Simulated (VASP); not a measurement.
# Au in VASP: single point with PBE

Aim: the single point of Au with PBE.

All numbers are computed with VASP 6.6.1; they aren't measurements. Logs are shortened: lines on timing, memory, paths and dates and some standing lists are left out, and cuts for length are marked.

## Step 1: The cell of the first run

The cell holds a slab with vacuum, 5 atoms: a = 2.940 Å, b = 2.940 Å, c = 21.316 Å, α = 90.00°, β = 90.00°, γ = 90.00°.

## Step 2: Single point, PBE

INCAR

```
SYSTEM = Au
  PREC = Accurate
  ENCUT = 520
  EDIFF = 1E-6
  ISMEAR = -1
  SIGMA = 0.05
  LREAL = .False.
  LASPH = .True.
  NELM = 80
  ALGO = Normal
  ISIF = 2
  LWAVE = .False.
  LCHARG = .False.
  LDIPOL = .True.
  IDIPOL = 3
  DIPOL = 0.5 0.5 0.500
  GGA = PE
  NBANDS = 36
```

KPOINTS

```
regular mesh
0
Gamma
  12 12 1
  0 0 0
```

POSCAR

```
Au
1.0
    2.9400990585      0.0000000000      0.0000000000
    0.0000000000      2.9400990585      0.0000000000
    0.0000000000      0.0000000000     21.3159000000
Au
5
Direct
    0.0000000000      0.0000000000      0.3063907522
    0.5000000000      0.5000000000      0.4024338253
    0.0000000000      0.0000000000      0.5000000007
    0.5000000000      0.5000000000      0.5975661752
    0.0000000000      0.0000000000      0.6936092466
```

Potentials or basis: VASP PAW PBE potentials, release 64 (Au).

The run is started by

```bash
$ cat potpaw_PBE.64/Au/POTCAR > POTCAR
$ mpirun -np 1 vasp_std > vasp.out
```

OUTCAR:

```text
SYSTEM = Au
   PREC = Accurate
   ENCUT = 520
   EDIFF = 1E-6
   ISMEAR = -1
   LREAL = .False.
   LASPH = .True.
   NELM = 80
   ISIF = 2
   GGA = PE

 ion  position               nearest neighbor table
   1  0.000  0.000  0.306-   2 2.92   2 2.92   2 2.92   2 2.92
   2  0.500  0.500  0.402-   1 2.92   1 2.92   1 2.92   1 2.92   3 2.94   3 2.94   3 2.94   3 2.94

   3  0.000  0.000  0.500-   4 2.94   4 2.94   4 2.94   4 2.94   2 2.94   2 2.94   2 2.94   2 2.94

   4  0.500  0.500  0.598-   5 2.92   5 2.92   5 2.92   5 2.92   3 2.94   3 2.94   3 2.94   3 2.94

   5  0.000  0.000  0.694-   4 2.92   4 2.92   4 2.92   4 2.92

  LATTYP: Found a simple tetragonal cell.
 ALAT       =     2.9400990585
 C/A-ratio  =     7.2500618435

  Lattice vectors:

 A1 = (   2.9400990585,   0.0000000000,   0.0000000000)
 A2 = (   0.0000000000,   2.9400990585,   0.0000000000)
 A3 = (   0.0000000000,   0.0000000000,  21.3159000000)

Analysis of symmetry for initial positions (statically):
=====================================================================
 Subroutine PRICEL returns:
 Original cell was already a primitive cell.

 Routine SETGRP: Setting up the symmetry group for a
 simple tetragonal supercell.

 Subroutine GETGRP returns: Found 16 space group operations
 (whereof 16 operations were pure point group operations)
 out of a pool of 16 trial point group operations.

The static configuration has the point symmetry D_4h.

Analysis of symmetry for dynamics (positions and initial velocities):
=====================================================================
 Subroutine PRICEL returns:
 Original cell was already a primitive cell.

 Routine SETGRP: Setting up the symmetry group for a
 simple tetragonal supercell.

 Subroutine GETGRP returns: Found 16 space group operations
 (whereof 16 operations were pure point group operations)
 out of a pool of 16 trial point group operations.

The dynamic configuration has the point symmetry D_4h.

 Subroutine INISYM returns: Found 16 space group operations
 (whereof 16 operations are pure point group operations),
 and found     1 'primitive' translations

----------------------------------------------------------------------------------------

                                     Primitive cell

  volume of cell :     184.2585

  direct lattice vectors                    reciprocal lattice vectors
     2.940099058  0.000000000  0.000000000     0.340124594  0.000000000  0.000000000
     0.000000000  2.940099058  0.000000000     0.000000000  0.340124594  0.000000000
     0.000000000  0.000000000 21.315900000     0.000000000  0.000000000  0.046913337

  length of vectors
     2.940099058  2.940099058 21.315900000     0.340124594  0.340124594  0.046913337

  position of ions in fractional coordinates (direct lattice)
     0.000000000  0.000000000  0.306390752
     0.500000000  0.500000000  0.402433825
     0.000000000  0.000000000  0.500000001
     0.500000000  0.500000000  0.597566175
     0.000000000  0.000000000  0.693609247

  ion indices of the primitive-cell ions
   primitive index   ion index
                 1           1
                 2           2
                 3           3
                 4           4
                 5           5

----------------------------------------------------------------------------------------

 KPOINTS: regular mesh

Automatic generation of k-mesh.
 Grid dimensions read from file:
 generate k-points for:   12   12    1

 Generating k-lattice:

  Cartesian coordinates                     Fractional coordinates (reciprocal lattice)
     0.028343716  0.000000000  0.000000000     0.083333333  0.000000000  0.000000000
     0.000000000  0.028343716  0.000000000     0.000000000  0.083333333  0.000000000
     0.000000000  0.000000000  0.046913337     0.000000000  0.000000000  1.000000000

  Length of vectors
     0.028343716  0.028343716  0.046913337

  Shift w.r.t. Gamma in fractional coordinates (k-lattice)
     0.000000000  0.000000000  0.000000000

 Subroutine IBZKPT returns following result:
 ===========================================

 Found     28 irreducible k-points:

 Following reciprocal coordinates:
            Coordinates               Weight
  0.000000  0.000000  0.000000      1.000000
  0.083333  0.000000  0.000000      4.000000
  0.166667  0.000000  0.000000      4.000000
  0.250000  0.000000  0.000000      4.000000
  0.333333  0.000000  0.000000      4.000000
  0.416667  0.000000  0.000000      4.000000
[... 16 lines left out ...]
  0.333333  0.333333  0.000000      4.000000
  0.416667  0.333333  0.000000      8.000000
 [... further k-points ...]
   k-points           NKPTS =     28   k-points in BZ     NKDIM =     28   number of bands    NBANDS=     36
   number of dos      NEDOS =    301   number of ions     NIONS =      5
   total plane-waves  NPLWV =  92160
   dimension x,y,z NGX =    24 NGY =   24 NGZ =  160
   dimension x,y,z NGXF=    48 NGYF=   48 NGZF=  320
   ions per type =               5
   NGX,Y,Z   is equivalent  to a cutoff of  13.57, 13.57, 12.48 a.u.
   NGXF,Y,Z  is equivalent  to a cutoff of  27.14, 27.14, 24.96 a.u.
 SYSTEM =  Au
   PREC   = accura    normal or accurate (medium, high low for compatibility)
   ISTART =      0    job   : 0-new  1-cont  2-samecut
   ICHARG =      2    charge: 1-file 2-atom 10-const
   ISPIN  =      1    spin polarized calculation?
   LNONCOLLINEAR =      F non collinear calculations
   LSORBIT =      F    spin-orbit coupling
   LASPH  =      T    aspherical Exc in radial PAW
   ENCUT  =  520.0 eV  38.22 Ry    6.18 a.u.   5.47  5.47 39.63*2*pi/ulx,y,z
   NELM   =     80;   NELMIN=  2; NELMDL= -5     # of ELM steps
   EDIFF  = 0.1E-05   stopping-criterion for ELM
   LREAL  =      F    real-space projection
   EDIFFG = 0.1E-04   stopping-criterion for IOM
   NSW    =      0    number of steps for IOM
   IBRION =     -1    ionic relax: 0-MD 1-quasi-New 2-CG
   NFREE  =      0    steps in history (QN), initial steepest desc. (CG)
   ISIF   =      2    stress and relaxation
   ISYM   =      2    0-nonsym 1-usesym 2-fastsym
   POTIM  = 0.5000    time-step for ionic-motion
   TEBEG  =    0.0;   TEEND  =   0.0 temperature during run
   PSTRESS=    0.0 pullay stress
   NELECT =      55.0000    total number of electrons
   NUPDOWN=      -1.0000    fix difference up-down
   EMIN   =  10.00;   EMAX   =-10.00  energy-range for DOS
   EFERMI =   0.00;   METHOD = LEGACY
   ISMEAR =    -1;   SIGMA  =   0.05  broadening in eV -4-tet -1-fermi 0-gaus
   EFERMI_NEDOS =   21; number of points for ismear=-14 and -15
   IALGO  =     38    algorithm
   IMIX   =      4    mixing-type and parameters
     AMIX     =   0.40;   BMIX     =  1.00
     AMIX_MAG =   1.60;   BMIX_MAG =  1.00
  volume/ion in A,a.u.               =      36.85       248.69
  Fermi-wavevector in a.u.,A,eV,Ry     =   1.094090  2.067531 16.286633  1.197034
  Thomas-Fermi vector in A             =   2.230388
   LORBIT       =      0    0 simple, 1 ext, 2 COOP (PROOUT), +10 PAW based schemes
   GGA     = PE    functional components
[... 5 lines left out ...]
 non-spin polarized calculation
  energy-cutoff  :      520.00
  volume of cell :      184.26
 maximum number of plane-waves:      5031
 NGX is ok and might be reduce to    24
   NGX = 11   NGY = 11   NGZ = 79

 dipolmoment           0.000000      0.000000      0.000000 electrons x Angstroem

 number of electron      54.9999993 magnetization

 dipolmoment           0.000000      0.000000     -0.000000 electrons x Angstroem

 Free energy of the ion-electron system (eV)
  ---------------------------------------------------
  ext. energy  EPLUGINS =         0.00000000
  ---------------------------------------------------
  free energy    TOTEN  =       -15.17041581 eV

  energy without entropy =      -15.15984282  energy(sigma->0) =      -15.16512932

 E-fermi :   1.5677     XC(G=0):  -6.8100

 val. band max:        1.4665071163   @ k =   0.5000   0.0833   0.0000
 cond. band min:       1.6206881678   @ k =   0.3333   0.2500   0.0000
 fundamental gap:      0.1541810515
 Fermi energy:         1.5677429920

 k-point     1 :       0.0000    0.0000    0.0000
  band No.  band energies     occupation
      1      -7.3452      2.00000
      2      -6.2926      2.00000
      3      -5.0555      2.00000
      4      -4.6464      2.00000
      5      -4.5729      2.00000
      6      -4.4367      2.00000
[... 28 lines left out ...]
     35      10.1592      0.00000
     36      10.3143      0.00000

 k-point     2 :       0.0833    0.0000    0.0000
  band No.  band energies     occupation
      1      -7.1967      2.00000
      2      -6.1617      2.00000
      3      -4.9496      2.00000
      4      -4.5518      2.00000
      5      -4.4842      2.00000
      6      -4.3377      2.00000
[... 28 lines left out ...]
     35       9.9541      0.00000
     36      10.3769      0.00000

 k-point     3 :       0.1667    0.0000    0.0000
  band No.  band energies     occupation
      1      -6.7722      2.00000
      2      -5.8167      2.00000
      3      -4.7430      2.00000
      4      -4.3648      2.00000
      5      -4.1989      2.00000
      6      -4.1746      2.00000
[... 28 lines left out ...]
     35       9.1998      0.00000
     36       9.8839      0.00000
[... 742 lines left out ...]
 k-point    23 :       0.3333    0.3333    0.0000
  band No.  band energies     occupation
      1      -4.5308      2.00000
      2      -4.1685      2.00000
      3      -4.1071      2.00000
      4      -4.0711      2.00000
      5      -3.8151      2.00000
      6      -3.7026      2.00000
[... 28 lines left out ...]
     35       8.9656      0.00000
     36       9.2707      0.00000

 k-point    24 :       0.4167    0.3333    0.0000
  band No.  band energies     occupation
      1      -4.5246      2.00000
      2      -4.3636      2.00000
      3      -4.2738      2.00000
      4      -4.2472      2.00000
      5      -3.8650      2.00000
      6      -3.8466      2.00000
[... 28 lines left out ...]
     35       9.2196      0.00000
     36       9.6503      0.00000

 [... further k-points ...]

------------------------ aborting loop because EDIFF is reached ----------------------------------------

 vacuum level on the upper side and lower side of the slab       (xc-potential included)        -0.009        -0.009

  FORCE on cell =-STRESS in cart. coord.  units (eV):
  Direction    XX          YY          ZZ          XY          YZ          ZX
  --------------------------------------------------------------------------------------
  -------------------------------------------------------------------------------------
  Total       -2.3128928     -2.3128928     -0.1404441      0.0000000      0.0000000      0.0000000
  in kB      -20.1112231    -20.1112231     -1.2211988      0.0000000      0.0000000      0.0000000
  external PRESSURE =     -13.8145483 kB  Pullay stress =       0.0000000 kB

 VOLUME and BASIS-vectors are now :
 -----------------------------------------------------------------------------
  energy-cutoff  :      520.00
  volume of cell :      184.26
      direct lattice vectors                 reciprocal lattice vectors
     2.940099058  0.000000000  0.000000000     0.340124594  0.000000000  0.000000000
     0.000000000  2.940099058  0.000000000     0.000000000  0.340124594  0.000000000
     0.000000000  0.000000000 21.315900000     0.000000000  0.000000000  0.046913337

 POSITION                                       TOTAL-FORCE (eV/Angst)
 -----------------------------------------------------------------------------------
      0.00000      0.00000      6.53099        -0.000000      0.000000      0.009377
      1.47005      1.47005      8.57824        -0.000000     -0.000000      0.000222
      0.00000      0.00000     10.65795        -0.000000      0.000000      0.000000
      1.47005      1.47005     12.73766         0.000000      0.000000     -0.000222
      0.00000      0.00000     14.78491        -0.000000      0.000000     -0.009377
 -----------------------------------------------------------------------------------
    total drift:                                0.000000     -0.000000     -0.000002

  FREE ENERGIE OF THE ION-ELECTRON SYSTEM (eV)
  ---------------------------------------------------
  free  energy   TOTEN  =       -15.1704158115 eV

  energy  without entropy=      -15.1598428185  energy(sigma->0) =      -15.16512932

 vacuum level on the upper side and lower side of the slab         6.616         6.616
```

Wall time 96 s (1 thread of Intel Xeon 6975P-C (Granite Rapids), shared host); peak memory 0.35 GiB.

Results:

- Free energy: -15.1704 eV
- Largest force: 0.009 eV/Å

Forces on the atoms (eV/Å):
```
Au   0.000  0.000  0.009
Au   0.000  0.000  0.000
Au   0.000  0.000  0.000
Au   0.000  0.000  0.000
Au   0.000  0.000 -0.009
```

Levels at points of the mesh, in eV from the Fermi level:
```tsv
k point	band 24	band 25	band 26	band 27	band 28	band 29	band 30	band 31	band 32	band 33
(0.00, 0.00, 0.00)	-2.12	-2.12	-1.91	-1.85	-1.70	-1.70	0.09	1.50	4.74	5.43
(0.50, 0.00, 0.00)	-1.99	-1.90	-0.40	-0.20	-0.20	0.15	0.21	2.14	2.56	4.24
(0.50, 0.50, 0.00)	-1.20	-1.20	2.00	2.00	3.78	3.78	4.71	4.72	5.19	5.28
```

Caveat: spin-orbit coupling is left out, which moves the levels of the heavy elements.
